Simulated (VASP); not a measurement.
# Re (P6_3mc) in VASP: notebook

Runs on Re. Level: PBE. Tasks: single point, relaxation of cell and atoms.

Program: VASP 6.6.1. These are calculated values, not measurements. Logs are shortened: lines on timing, memory, paths and dates and some standing lists are left out, and cuts for length are marked.

## Step 1: The cell of the first run

The typed cell holds 4 atoms: a = 2.781 Å, b = 2.781 Å, c = 8.936 Å, α = 90.00°, β = 90.00°, γ = 120.00°.

## Step 2: Single point, PBE

File INCAR:

```
PREC = Accurate ; ENCUT = 520
EDIFF = 1E-7 ; ISMEAR = 0
SIGMA = 0.1 ; LREAL = F
LASPH = T ; NELM = 80
ALGO = Normal ; ISIF = 2
LWAVE = F ; LCHARG = F
GGA = PE ; NBANDS = 22
```

File KPOINTS:

```
regular mesh
0
Gamma
  6 6 2
```

File POSCAR:

```
Re
1.0
    2.7812975781      0.0000000000      0.0000000000
   -1.3906487891      2.4086743581      0.0000000000
    0.0000000000      0.0000000000      8.9362626153
Re
4
Direct
    0.0000000000      0.0000000000     -0.1224714102
    0.0000000000      0.0000000000      0.3775285898
    0.3333333333      0.6666666667      0.1274714102
    0.6666666667      0.3333333333      0.6274714102
```

Potentials or basis: VASP PAW PBE potentials, release 64 (Re).

The run is started by

```
$ cat potpaw_PBE.64/Re/POTCAR > POTCAR
$ mpirun -np 1 vasp_std > vasp.out
```

OUTCAR:

```text
PREC = Accurate
   ENCUT = 520
   EDIFF = 1E-7
   ISMEAR = 0
   LREAL = F
   LASPH = T
   NELM = 80
   ISIF = 2
   GGA = PE

 ion  position               nearest neighbor table
   1  0.000  0.000  0.878-   3 2.75   3 2.75   3 2.75   4 2.75   4 2.75   4 2.75
   2  0.000  0.000  0.378-   4 2.75   4 2.75   4 2.75   3 2.75   3 2.75   3 2.75
   3  0.333  0.667  0.127-   1 2.75   1 2.75   1 2.75   2 2.75   2 2.75   2 2.75
   4  0.667  0.333  0.627-   2 2.75   2 2.75   2 2.75   1 2.75   1 2.75   1 2.75

  LATTYP: Found a hexagonal cell.
 ALAT       =     2.7812975781
 C/A-ratio  =     3.2129832801

  Lattice vectors:

 A1 = (   2.7812975781,   0.0000000000,   0.0000000000)
 A2 = (  -1.3906487891,   2.4086743581,   0.0000000000)
 A3 = (   0.0000000000,   0.0000000000,   8.9362626153)

Analysis of symmetry for initial positions (statically):
=====================================================================
 Subroutine PRICEL returns:
 Original cell was already a primitive cell.

 Routine SETGRP: Setting up the symmetry group for a
 hexagonal supercell.

 Subroutine GETGRP returns: Found 12 space group operations
 (whereof  6 operations were pure point group operations)
 out of a pool of 24 trial point group operations.

The static configuration has the point symmetry C_3v.
 The point group associated with its full space group is C_6v.

Analysis of symmetry for dynamics (positions and initial velocities):
=====================================================================
 Subroutine PRICEL returns:
 Original cell was already a primitive cell.

 Routine SETGRP: Setting up the symmetry group for a
 hexagonal supercell.

 Subroutine GETGRP returns: Found 12 space group operations
 (whereof  6 operations were pure point group operations)
 out of a pool of 24 trial point group operations.

The dynamic configuration has the point symmetry C_3v.
 The point group associated with its full space group is C_6v.

 Subroutine INISYM returns: Found 12 space group operations
 (whereof  6 operations are pure point group operations),
 and found     1 'primitive' translations

----------------------------------------------------------------------------------------

                                     Primitive cell

  volume of cell :      59.8662
[... 78 lines left out ...]
   LSORBIT =      F    spin-orbit coupling
   LASPH  =      T    aspherical Exc in radial PAW
   ENCUT  =  520.0 eV  38.22 Ry    6.18 a.u.   5.17  5.17 16.62*2*pi/ulx,y,z
   NELM   =     80;   NELMIN=  2; NELMDL= -5     # of ELM steps
   EDIFF  = 0.1E-06   stopping-criterion for ELM
   LREAL  =      F    real-space projection
   EDIFFG = 0.1E-05   stopping-criterion for IOM
   NSW    =      0    number of steps for IOM
   IBRION =     -1    ionic relax: 0-MD 1-quasi-New 2-CG
   NFREE  =      0    steps in history (QN), initial steepest desc. (CG)
   ISIF   =      2    stress and relaxation
   ISYM   =      2    0-nonsym 1-usesym 2-fastsym
   POTIM  = 0.5000    time-step for ionic-motion
   TEBEG  =    0.0;   TEEND  =   0.0 temperature during run
   PSTRESS=    0.0 pullay stress
   NELECT =      28.0000    total number of electrons
   NUPDOWN=      -1.0000    fix difference up-down
   EMIN   =  10.00;   EMAX   =-10.00  energy-range for DOS
   EFERMI =   0.00;   METHOD = LEGACY
   ISMEAR =     0;   SIGMA  =   0.10  broadening in eV -4-tet -1-fermi 0-gaus
   EFERMI_NEDOS =   21; number of points for ismear=-14 and -15
   IALGO  =     38    algorithm
   IMIX   =      4    mixing-type and parameters
     AMIX     =   0.40;   BMIX     =  1.00
     AMIX_MAG =   1.60;   BMIX_MAG =  1.00
  volume/ion in A,a.u.               =      14.97       101.00
  Fermi-wavevector in a.u.,A,eV,Ry     =   1.270770  2.401407 21.971462  1.614857
  Thomas-Fermi vector in A             =   2.403740
   LORBIT       =      0    0 simple, 1 ext, 2 COOP (PROOUT), +10 PAW based schemes
   GGA     = PE    functional components
   LHFCALC =     F    Hartree Fock is set to
   AEXX    =    0.0000 exact exchange contribution
   IVDW    =     0    specifies the selected vdW correction
   LEPSILON=     F    determine dielectric tensor
   LRPA    =     F    only Hartree local field effects (RPA)
 non-spin polarized calculation
 Gauss-broadening in eV      SIGMA  =   0.10
  energy-cutoff  :      520.00
  volume of cell :       59.87
 maximum number of plane-waves:      1623
 NGX is ok and might be reduce to    24
   NGX = 11   NGY = 11   NGZ = 33

 number of electron      27.9999999 magnetization

 Free energy of the ion-electron system (eV)
  ---------------------------------------------------
  ext. energy  EPLUGINS =         0.00000000
  ---------------------------------------------------
  free energy    TOTEN  =       -49.72711473 eV

  energy without entropy =      -49.71741056  energy(sigma->0) =      -49.72226264

 E-fermi :   7.7145     XC(G=0): -13.6377

 val. band max:        7.6107010640   @ k =   0.1667  -0.0000   0.0000
 cond. band min:       7.7256489461   @ k =   0.3333   0.3333   0.0000
 fundamental gap:      0.1149478821
 Fermi energy:         7.7145356098

 k-point     1 :       0.0000    0.0000    0.0000
  band No.  band energies     occupation
      1      -2.0705      2.00000
      2       0.2673      2.00000
      3       0.2802      2.00000
      4       1.2087      2.00000
      5       5.2973      2.00000
      6       5.3755      2.00000
[... 339 lines left out ...]
     21      14.9141      0.00000
     22      14.9143      0.00000

------------------------ aborting loop because EDIFF is reached ----------------------------------------

  FORCE on cell =-STRESS in cart. coord.  units (eV):
  Direction    XX          YY          ZZ          XY          YZ          ZX
  --------------------------------------------------------------------------------------
  -------------------------------------------------------------------------------------
  Total       -0.3098164     -0.3098164     -0.1635607      0.0000000      0.0000000      0.0000000
  in kB       -8.2915086     -8.2915086     -4.3773177      0.0000000      0.0000000      0.0000000
  external PRESSURE =      -6.9867783 kB  Pullay stress =       0.0000000 kB

 VOLUME and BASIS-vectors are now :
 -----------------------------------------------------------------------------
  energy-cutoff  :      520.00
  volume of cell :       59.87
      direct lattice vectors                 reciprocal lattice vectors
     2.781297578  0.000000000  0.000000000     0.359544411  0.207583063  0.000000000
    -1.390648789  2.408674358  0.000000000     0.000000000  0.415166125  0.000000000
     0.000000000  0.000000000  8.936262615     0.000000000  0.000000000  0.111903605

 POSITION                                       TOTAL-FORCE (eV/Angst)
 -----------------------------------------------------------------------------------
      0.00000      0.00000      7.84183        -0.000000      0.000000     -0.005744
      0.00000      0.00000      3.37369         0.000000     -0.000000     -0.005744
     -0.00000      1.60578      1.13912        -0.000000      0.000000      0.005744
      1.39065      0.80289      5.60725         0.000000     -0.000000      0.005744
 -----------------------------------------------------------------------------------
    total drift:                               -0.000000     -0.000000     -0.000012

  FREE ENERGIE OF THE ION-ELECTRON SYSTEM (eV)
  ---------------------------------------------------
  free  energy   TOTEN  =       -49.7271147279 eV

  energy  without entropy=      -49.7174105574  energy(sigma->0) =      -49.72226264
```

It took 26 s on 1 thread of Intel Xeon Platinum 8488C (Sapphire Rapids), shared host; peak memory 0.19 GiB.

What came out:

* Free energy: -49.7271 eV
* Pressure: -0.7 GPa
* Largest force: 0.006 eV/Å
* Band gap on the k mesh: zero (band 14 reaches 8.85 eV, above the bottom of band 15 at 6.68 eV)

Forces in eV/Å, atoms in the order of the input:
```
Re   0.000  0.000 -0.006
Re   0.000  0.000 -0.006
Re   0.000  0.000  0.006
Re   0.000  0.000  0.006
```

Stress tensor (GPa, compression positive):
```
-0.83  0.00  0.00
 0.00 -0.83  0.00
 0.00  0.00 -0.44
```

Caveat: the k points lie up to 0.43 Å⁻¹ apart; spin-orbit coupling is left out, which moves the levels of the heavy elements.

## Step 3: Relaxation of cell and atoms, PBE

This run uses another cell than the first one, of 16.14 Å³/atom, 1.078 times its volume.

File INCAR:

```
SYSTEM = Re
  ALGO = Normal
  EDIFF = 1E-6
  EDIFFG = -0.04
  ENCUT = 600
  GGA = PE
  IBRION = 2
  ISIF = 3
  ISMEAR = 0
  LASPH = .TRUE.
  LCHARG = .FALSE.
  LREAL = .FALSE.
  LWAVE = .FALSE.
  NELM = 100
  NSW = 90
  PREC = Accurate
  SIGMA = 0.1
```

File KPOINTS:

```
k-points
0
G
  6 6 2
  0 0 0
```

File POSCAR:

```
Re
1.0
    3.0042372888      0.0000000000      0.0000000000
   -1.5021186444      2.6017458111      0.0000000000
    0.0000000000      0.0000000000      8.2586157958
Re
4
Direct
    0.0000000000      0.0000000000      0.0000000000
    0.0000000000      0.0000000000      0.5000000000
    0.3333333333      0.6666666667      0.0050000000
    0.6666666667      0.3333333333      0.5050000000
```

Potentials or basis: VASP PAW PBE potentials, release 64 (Re).

The run is started by

```
$ cat potpaw_PBE.64/Re/POTCAR > POTCAR
$ mpirun -np 1 vasp_std > vasp.out
```

Run time: 15 min. Hardware: 1 thread of Intel Xeon Platinum 8488C (Sapphire Rapids), shared host; peak memory 0.22 GiB.

The run converged. Its results:

```
Free energy                            : -46.2113 eV
Relaxed volume                         : 17.57 Å³/atom
Relaxed cell                           : a = 3.975 Å, b = 3.975 Å, c = 5.136 Å, α = 90.00°, β = 90.00°, γ = 120.00°
Space group after relaxing (to 0.05 Å) : P6_3mc (No. 186)
Energy gained by relaxing              : 13321.9 meV/atom
Ionic steps                            : 44
Pressure after relaxing                : -0.1 GPa
Largest force after relaxing           : 0.011 eV/Å
Band gap on the k mesh                 : zero (band 14 reaches 7.11 eV, above the bottom of band 15 at 5.93 eV)
```

Forces on the atoms (eV/Å):
```
Re   0.000  0.000 -0.011
Re   0.000  0.000 -0.011
Re   0.000  0.000  0.011
Re   0.000  0.000  0.011
```

Stress tensor (GPa, compression positive):
```
 0.04  0.00  0.00
 0.00  0.04  0.00
 0.00  0.00 -0.33
```

Step by step:
| step | energy change (eV) | largest force (eV/Å) | pressure (GPa) | volume (Å³) |
| --- | --- | --- | --- | --- |
| 1 | 0.0000 | 6.1843 | 281.24 | 64.55 |
| 3 | -30.2349 | 0.2778 | -20.87 | 210.26 |
| 5 | -44.7122 | 1.9694 | 0.25 | 114.57 |
| 7 | -44.7588 | 1.7602 | -3.40 | 117.36 |
| 9 | -45.6838 | 1.6695 | -3.23 | 108.60 |
| 11 | -19.2362 | 0.2194 | 355.63 | 43.82 |
| 13 | -49.2230 | 1.3601 | 15.29 | 76.33 |
| 15 | -49.6370 | 1.7112 | 26.02 | 71.56 |
| 17 | -49.7612 | 2.0672 | 37.09 | 68.23 |
| 19 | -50.3534 | 2.1826 | 36.77 | 67.33 |
| 21 | -50.3861 | 1.9469 | 38.09 | 66.79 |
| 23 | -51.3400 | 1.5524 | 13.29 | 71.71 |
| 25 | -51.6060 | 1.3052 | -4.62 | 76.67 |
| 27 | -51.9948 | 1.4609 | -5.41 | 76.70 |
| 29 | -52.6557 | 1.2036 | -5.31 | 75.86 |
| 31 | -52.9145 | 0.5425 | 5.13 | 70.61 |
| 33 | -53.1264 | 0.0621 | -9.92 | 73.41 |
| 35 | -53.2557 | 0.0088 | -5.80 | 71.89 |
| 37 | -53.2569 | 0.0245 | -5.38 | 71.77 |
| 39 | -53.2868 | 0.0616 | -0.41 | 70.41 |
| 41 | -53.2869 | 0.0683 | -0.06 | 70.31 |
| 43 | -53.2874 | 0.0442 | -0.06 | 70.30 |
| 44 | -53.2878 | 0.0114 | -0.08 | 70.28 |

Final structure:
```xyz
4
Lattice="3.9751 0.0000 0.0000 -1.9875 3.4425 0.0000 0.0000 0.0000 5.1358" Properties=species:S:1:pos:R:3 pbc="T T T"
Re    0.0000    0.0000    4.5658
Re    0.0000    0.0000    1.9979
Re    0.0000    2.2950    0.5957
Re    1.9875    1.1475    3.1636
```

Levels at points of the mesh, in eV from the Fermi level:
```
           k point  band 12  band 13  band 14  band 15  band 16  band 17
(0.00, 0.00, 0.00)    -2.20    -0.28    -0.28     0.75     1.27     1.27
(0.50, 0.00, 0.00)    -1.40    -1.29    -1.02    -0.25     0.91     0.98
(0.00, 0.00, 0.50)    -3.66     0.66     0.66     1.54     1.54     1.54
(0.50, 0.00, 0.50)    -1.89    -1.16    -1.16    -0.53    -0.53     0.91
```

Caveat: the k points lie up to 0.61 Å⁻¹ apart in the final cell; spin-orbit coupling is left out, which moves the levels of the heavy elements.
